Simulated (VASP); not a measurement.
# HPbNO4 (P1) in VASP: a series of runs, part 2 of 2

VASP 6.6.1. The steps go on from the part before.

## Step 4: Single point, PBE+D3(BJ)

Input file INCAR:

```
PREC     = Accurate       # precision mode
ENCUT    = 520            # plane-wave cutoff, eV
EDIFF    = 1E-6           # SCF threshold, eV
ISMEAR   = -1             # smearing method
SIGMA    = 0.05           # smearing width, eV
LREAL    = False          # projectors in reciprocal space
LASPH    = True           # aspherical terms in the spheres
NELM     = 80             # most SCF steps
ALGO     = Normal         # electronic algorithm
ISIF     = 2              # what is computed and relaxed
LWAVE    = False          # write WAVECAR
LCHARG   = False          # write CHGCAR
GGA      = PE             # functional
IVDW     = 12             # dispersion correction
NBANDS   = 57             # bands
```

Input file KPOINTS:

```
Automatic mesh
0
Gamma
  5 4 3
```

Input file POSCAR:

```
HPbNO4
1.0
    4.1204000000     -0.0008100000     -0.0112000000
    0.0040400000      6.4272200000      0.0536000000
    0.0279100000      3.2070700000      7.7499400000
H Pb N O
2 2 2 8
Direct
    0.9036600000      0.2182100000      0.4885100000
    0.4033700000      0.7817700000      0.5114200000
    0.3945500000      0.3086300000      0.7072500000
    0.8948900000      0.6913500000      0.2926600000
    0.6340900000      0.1999000000      0.2073000000
    0.1338600000      0.8001200000      0.7927500000
    0.9082900000      0.3286600000      0.5436900000
    0.5379200000      0.3907600000      0.1949700000
    0.5348300000      0.1127900000      0.1060200000
    0.8371800000      0.0888700000      0.3267200000
    0.4081700000      0.6713200000      0.4562400000
    0.0377400000      0.6092400000      0.8052000000
    0.0342900000      0.8873700000      0.8939700000
    0.3371600000      0.9110100000      0.6733000000
```

Potentials or basis: VASP PAW PBE potentials, release 64 (H, Pb_d, N, O).

Run with:

```bash
cat potpaw_PBE.64/H/POTCAR potpaw_PBE.64/Pb_d/POTCAR potpaw_PBE.64/N/POTCAR potpaw_PBE.64/O/POTCAR > POTCAR
mpirun -np 1 vasp_std > vasp.out
```

OUTCAR:

```text
PREC = Accurate
   ENCUT = 520
   EDIFF = 1E-6
   ISMEAR = -1
   LREAL = False
   LASPH = True
   NELM = 80
   ISIF = 2
   GGA = PE
   IVDW = 12
 IVDW          = 12

 ion  position               nearest neighbor table
   1  0.904  0.218  0.489-   7 0.99
   2  0.403  0.782  0.511-  11 0.99
   3  0.395  0.309  0.707-   7 2.40  11 2.46   7 2.50  14 2.69  12 2.79  13 2.95   4 3.96   4 3.96

   4  0.895  0.691  0.293-  11 2.40   7 2.46  11 2.50  10 2.69   8 2.79   9 2.95   3 3.96   3 3.96

   5  0.634  0.200  0.207-   8 1.25   9 1.25  10 1.29
   6  0.134  0.800  0.793-  12 1.25  13 1.25  14 1.29
[... 1664 lines left out ...]
  volume of cell :      204.53
      direct lattice vectors                 reciprocal lattice vectors
     4.120400000 -0.000810000 -0.011200000     0.242692644 -0.000145765 -0.000813693
     0.004040000  6.427220000  0.053600000    -0.000144924  0.156127154 -0.064607812
     0.027910000  3.207070000  7.749940000     0.000351735 -0.001080015  0.129478921

 POSITION                                       TOTAL-FORCE (eV/Angst)
 -----------------------------------------------------------------------------------
      3.73796      2.96844      3.78750        -0.002164     -0.107685     -0.045596
      1.67948      6.66444      4.00086        -0.001323      0.107968      0.046018
      1.64669      4.25151      5.49327         0.072675      0.036616      0.257066
      3.69827      5.38131      2.29513         0.070887     -0.036661     -0.257137
      2.61930      1.94911      1.61018         0.032406      0.009100      0.049713
      0.57691      7.68484      6.18515         0.029365     -0.010898     -0.047592
      3.75902      3.85529      4.22101         0.017462     -0.037608      0.012577
      2.22347      3.13635      1.52593        -0.172954      0.330009     -0.039970
      2.20713      1.06451      0.82170        -0.157192     -0.271831     -0.265903
      3.45899      1.61832      2.52745         0.210520      0.050965      0.266808
      1.69727      5.77758      3.56724         0.017374      0.037022     -0.013403
      0.18044      6.49802      6.27248        -0.172370     -0.328292      0.040983
      0.16982      8.57032      6.97539        -0.154631      0.271755      0.265879
      1.41171      8.01431      5.26309         0.209945     -0.050461     -0.269444
 -----------------------------------------------------------------------------------
    total drift:                               -0.000794      0.000034      0.000054

  FREE ENERGIE OF THE ION-ELECTRON SYSTEM (eV)
  ---------------------------------------------------
  free  energy   TOTEN  =       -82.7201916781 eV

  energy  without entropy=      -82.7201916780  energy(sigma->0) =      -82.72019168
```

stdout:

```text
POSCAR found type information on POSCAR H PbN O
 POSCAR found :  4 types and      14 ions
 scaLAPACK will be used
 LDA part: xc-table for (Slater+PW92), standard interpolation
 POSCAR, INCAR and KPOINTS ok, starting setup
 FFT: planning ... GRIDC
 FFT: planning ... GRID_SOFT
 FFT: planning ... GRID
 WAVECAR not read
 entering main loop
```

It took 6.5 min on 1 thread of Intel Xeon Platinum 8488C (Sapphire Rapids), shared host; peak memory 0.48 GiB.

What came out:

- Free energy: -82.7202 eV
- Pressure: 0.5 GPa
- Largest force: 0.411 eV/Å
- Band gap on the k mesh: 3.28 eV (least direct gap 3.36 eV)
- Dispersion energy per atom: -0.104 eV

Forces in eV/Å, atoms in the order of the input:
```
H   -0.002 -0.108 -0.046
H   -0.001  0.108  0.046
Pb   0.073  0.037  0.257
Pb   0.071 -0.037 -0.257
N    0.032  0.009  0.050
N    0.029 -0.011 -0.048
O    0.017 -0.038  0.013
O   -0.173  0.330 -0.040
O   -0.157 -0.272 -0.266
O    0.211  0.051  0.267
O    0.017  0.037 -0.013
O   -0.172 -0.328  0.041
O   -0.155  0.272  0.266
O    0.210 -0.050 -0.269
```

Stress tensor (GPa, compression positive):
```
0.10 0.00 0.00
0.00 1.14 0.05
0.00 0.05 0.19
```

Caveat: the standard files for N, O and F lose accuracy on very short bonds; three body term missing; spin-orbit coupling is left out, which moves the levels of the heavy elements. A k mesh can miss the band edges.

## Step 5: Summary

```tsv
level	cell	gap on the mesh (eV)	pressure (GPa)	largest force (eV/Å)
PBE	a = 4.120, b = 6.427, c = 8.387 Å, angles 67.0, 90.0, 90.0°, 14 atoms, atomic positions A	3.28	0.6	0.41
PBE+D3(BJ)	a = 4.044, b = 6.395, c = 8.281 Å, angles 66.6, 90.0, 90.0°, 14 atoms, atomic positions B	3.22	0.6	0.41
PBE+D3(BJ)	a = 4.120, b = 6.427, c = 8.387 Å, angles 67.0, 90.0, 90.0°, 14 atoms, atomic positions A	3.28	0.5	0.41
```

Alike in all rows: task single point; potentials or basis VASP PAW PBE potentials, release 64 (H, Pb_d, N, O); no spin polarisation; k mesh 5 × 4 × 3; cutoff (eV) 520; smearing fermi-dirac 0.05 eV.

Caveats: the standard files for N, O and F lose accuracy on very short bonds; spin-orbit coupling is left out, which moves the levels of the heavy elements; three body term missing (at least some runs).

Absolute energies hang on the potentials; compare differences alone.
